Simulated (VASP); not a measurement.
Set up this calculation in VASP 6.6.1, as the native input.

```
Task                   : single point
Functional             : r2SCAN
Potentials or basis    : VASP PAW PBE potentials, release 64 (Si, O, Al, H)
Cutoff                 : 520 eV
k mesh                 : 1 × 1 × 1
Occupations            : gaussian, width 0.02 eV
Spin                   : no spin polarisation
Dipole correction      : no
Further INCAR settings : LREAL = Auto; ALGO = Normal; EDIFF = 1e-06; NBANDS = 234
```

System: AlSi23HO48 (a cell with a defect).

```
Si O Al H
1.0
     9.83160    0.00000    0.00000
    -4.91580    8.51441    0.00000
     0.00000    0.00000   10.81820
Si O Al H
23 48 1 1
Direct
  0.26652 0.00591 0.16555
  0.00478 0.26684 0.33369
  0.23860 0.24052 0.99936
  0.26439 0.99147 0.66363
  0.98945 0.26476 0.83592
  0.22939 0.22235 0.50394
  0.27280 0.50397 0.17013
  0.00075 0.77147 0.33200
  0.23992 0.73941 0.00361
  0.00059 0.76136 0.83526
  0.23672 0.73276 0.49529
  0.77375 0.00131 0.16754
  0.49944 0.26899 0.33615
  0.72313 0.22764 0.00526
  0.76723 0.00036 0.66826
  0.49653 0.26214 0.83232
  0.73392 0.22943 0.49775
  0.76503 0.50095 0.17015
  0.50601 0.76944 0.33731
  0.73501 0.73423 0.00174
  0.76950 0.49465 0.66831
  0.50499 0.77157 0.83644
  0.73663 0.73539 0.50351
  0.06693 0.19703 0.44186
  0.30052 0.36787 0.11078
  0.14152 0.43319 0.27887
  0.20552 0.07262 0.05291
  0.36382 0.29570 0.39566
  0.43048 0.14329 0.22284
  0.07744 0.22143 0.94031
  0.28165 0.33455 0.62262
  0.11275 0.44361 0.77364
  0.20255 0.05176 0.54803
  0.36664 0.30065 0.88864
  0.42598 0.13074 0.72371
  0.07443 0.71482 0.44042
  0.29902 0.87052 0.11220
  0.13220 0.93679 0.27193
  0.21228 0.57478 0.06066
  0.37222 0.80593 0.38784
  0.43805 0.63850 0.22763
  0.07254 0.70731 0.94776
  0.29615 0.85489 0.61259
  0.13056 0.92382 0.77202
  0.20468 0.56508 0.54139
  0.36665 0.80036 0.89165
  0.44463 0.64195 0.73045
  0.56946 0.20323 0.44227
  0.78772 0.36071 0.11280
  0.63753 0.43543 0.28208
  0.70137 0.06523 0.06141
  0.86478 0.29163 0.38871
  0.93905 0.14303 0.21868
  0.55932 0.19801 0.94565
  0.79724 0.35929 0.60871
  0.63822 0.42471 0.77662
  0.70416 0.06475 0.55635
  0.85283 0.29007 0.89356
  0.93292 0.14111 0.72335
  0.56903 0.70468 0.45008
  0.80907 0.87071 0.10716
  0.64934 0.93075 0.28103
  0.70235 0.56872 0.06032
  0.86217 0.79601 0.39030
  0.93176 0.63800 0.22373
  0.57149 0.71533 0.95256
  0.79991 0.86581 0.61359
  0.64359 0.93946 0.78239
  0.71609 0.57381 0.56177
  0.85819 0.78370 0.88639
  0.93858 0.61837 0.73257
  0.27909 0.50268 0.65794
  0.05558 0.50568 0.75774
```

One way to write it, as run:

POSCAR

```
AlSi23HO48
1.0
    9.8316000000      0.0000000000      0.0000000000
   -4.9158000000      8.5144150000      0.0000000000
    0.0000000000      0.0000000000     10.8182000000
Si O Al H
23 48 1 1
Direct
    0.2665240000      0.0059135000      0.1655480000
    0.0047801000      0.2668430000      0.3336890000
    0.2385990000      0.2405240000      0.9993619200
    0.2643930000      0.9914680000      0.6636310000
    0.9894460000      0.2647620000      0.8359160000
    0.2293890000      0.2223500000      0.5039390000
    0.2727950000      0.5039720000      0.1701260000
    0.0007480400      0.7714690000      0.3320030000
    0.2399190000      0.7394080000      0.0036103000
    0.0005861100      0.7613600000      0.8352580000
    0.2367220000      0.7327650000      0.4952940000
    0.7737470000      0.0013135000      0.1675400000
    0.4994380000      0.2689920000      0.3361520000
    0.7231280000      0.2276360000      0.0052600000
    0.7672260000      0.0003560100      0.6682640000
    0.4965340000      0.2621350000      0.8323230000
    0.7339230000      0.2294280000      0.4977480000
    0.7650270000      0.5009460000      0.1701520000
    0.5060110000      0.7694440000      0.3373120000
    0.7350110000      0.7342260000      0.0017393000
    0.7695000000      0.4946490000      0.6683140000
    0.5049940000      0.7715690000      0.8364450000
    0.7366290000      0.7353900000      0.5035120000
    0.0669300000      0.1970330000      0.4418620000
    0.3005170000      0.3678670000      0.1107810000
    0.1415150000      0.4331920000      0.2788680000
    0.2055230000      0.0726220000      0.0529050000
    0.3638220000      0.2956960000      0.3956590000
    0.4304760000      0.1432870000      0.2228400000
    0.0774410000      0.2214290000      0.9403120000
    0.2816500000      0.3345550000      0.6226230000
    0.1127490000      0.4436080000      0.7736440000
    0.2025460000      0.0517640000      0.5480320000
    0.3666400000      0.3006510000      0.8886370000
    0.4259760000      0.1307370000      0.7237120000
    0.0744250000      0.7148220000      0.4404160000
    0.2990230000      0.8705150000      0.1122040000
    0.1321980000      0.9367910000      0.2719290000
    0.2122820000      0.5747800000      0.0606630000
    0.3722160000      0.8059320000      0.3878360000
    0.4380460000      0.6385040000      0.2276310000
    0.0725450000      0.7073100000      0.9477570000
    0.2961460000      0.8548910000      0.6125940000
    0.1305640000      0.9238230000      0.7720150000
    0.2046780000      0.5650810000      0.5413850000
    0.3666500000      0.8003610000      0.8916470000
    0.4446260000      0.6419540000      0.7304500000
    0.5694620000      0.2032300000      0.4422660000
    0.7877240000      0.3607110000      0.1128000000
    0.6375250000      0.4354250000      0.2820770000
    0.7013660000      0.0652280000      0.0614060000
    0.8647800000      0.2916250000      0.3887050000
    0.9390500000      0.1430300000      0.2186820000
    0.5593170000      0.1980150000      0.9456520000
    0.7972430000      0.3592890000      0.6087090000
    0.6382200000      0.4247080000      0.7766210000
    0.7041580000      0.0647460000      0.5563510000
    0.8528310000      0.2900690000      0.8935630000
    0.9329220000      0.1411050000      0.7233450000
    0.5690300000      0.7046840000      0.4500810000
    0.8090660000      0.8707120000      0.1071580000
    0.6493380000      0.9307470000      0.2810300000
    0.7023520000      0.5687240000      0.0603190000
    0.8621690000      0.7960110000      0.3902950000
    0.9317650000      0.6379980000      0.2237340000
    0.5714880000      0.7153310000      0.9525590000
    0.7999120000      0.8658140000      0.6135890000
    0.6435860000      0.9394650000      0.7823920000
    0.7160940000      0.5738100000      0.5617710000
    0.8581930000      0.7836980000      0.8863920000
    0.9385760000      0.6183740000      0.7325650000
    0.2790850000      0.5026830000      0.6579390000
    0.0555845300      0.5056806300      0.7577358800
```

INCAR.step1

```
PREC = Accurate ; ENCUT = 520
ISMEAR = 0 ; SIGMA = 0.02
LREAL = Auto ; LASPH = T
NELM = 100 ; NBANDS = 234
GGA = PE ; ALGO = Normal
EDIFF = 1E-4 ; LWAVE = T
LCHARG = F
```

INCAR.step2

```
PREC = Accurate ; ENCUT = 520
EDIFF = 1E-6 ; ISMEAR = 0
SIGMA = 0.02 ; LREAL = Auto
LASPH = T ; NELM = 100
ALGO = Normal ; ISIF = 2
LWAVE = F ; LCHARG = F
METAGGA = R2SCAN ; LMIXTAU = T
NBANDS = 234 ; ISTART = 1
```

KPOINTS

```
Automatic mesh
0
Gamma
  1 1 1
```

Potentials or basis: VASP PAW PBE potentials, release 64 (Si, O, Al, H).

Command:

```sh
$ cat potpaw_PBE.64/Si/POTCAR potpaw_PBE.64/O/POTCAR potpaw_PBE.64/Al/POTCAR potpaw_PBE.64/H/POTCAR > POTCAR
$ cp INCAR.step1 INCAR
$ mpirun -np 1 vasp_gam > vasp.out
$ cp INCAR.step2 INCAR
$ mpirun -np 1 vasp_gam > vasp.out
```

Results of the run:

```
Pressure               : -2.8 GPa
Largest force          : 1.582 eV/Å
Band gap on the k mesh : 6.16 eV
```

Caveat: the k points lie up to 0.74 Å⁻¹ apart; the PAW data sets were made with another functional, which shifts forces and pressure a little.

Wall time 39 min on 1 thread of Intel(R) Xeon(R) Platinum 8259CL CPU @ 2.50GHz (Skylake/Cascade Lake), on a shared host, peak memory 1.1 GiB.
